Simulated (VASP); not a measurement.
Runs of VASP 6.6.1 on Zn2F. The structure is that of space group P6/mmm (No. 191), or close to it. The cells are those of the table. 

| task | cell | k mesh | cutoff (eV) | gap on the mesh (eV) | pressure (GPa) | relaxed volume (Å³/atom) |
| --- | --- | --- | --- | --- | --- | --- |
| relaxation of cell and atoms | relaxed from a = 4.311, b = 4.311, c = 3.006 Å, angles 90.0, 90.0, 120.0°, 3 atoms | 12 × 12 × 16 | 600 | none | -0.1 | 15.64 |
| relaxation of cell and atoms | relaxed from a = 3.387, b = 3.387, c = 3.657 Å, angles 90.0, 90.0, 120.0°, 3 atoms | 6 × 6 × 6 | 600 | none | 0.0 | (a) |
| single point | a = 4.354, b = 4.354, c = 2.863 Å, angles 90.0, 90.0, 120.0°, 3 atoms | 12 × 12 × 16 | 520 | none | 0.0 | - |
| single point | a = 3.387, b = 3.387, c = 3.657 Å, angles 90.0, 90.0, 120.0°, 3 atoms | 6 × 6 × 6 | 520 | none | 67.7 | - |
| single point | a = 4.311, b = 4.311, c = 3.006 Å, angles 90.0, 90.0, 120.0°, 3 atoms | 6 × 6 × 6 | 520 | none | 0.2 | - |

Alike in all rows: level PBE; potentials or basis VASP PAW PBE potentials, release 64 (Zn, F); no spin polarisation; smearing gaussian 0.1 eV.

Question: Fill in the values left out.

Answer: (a) 15.70.

Caveats: an odd number of electrons without spin polarisation forces a metal; a magnetic or distorted state may lie lower; the volume moved by over 15 % at a fixed basis, so the end points are rough (at least some runs); the stress differs along the axes, from 14 to 94 GPa (at least some runs).

A gap of «none» marks levels without a gap at the run's occupations.
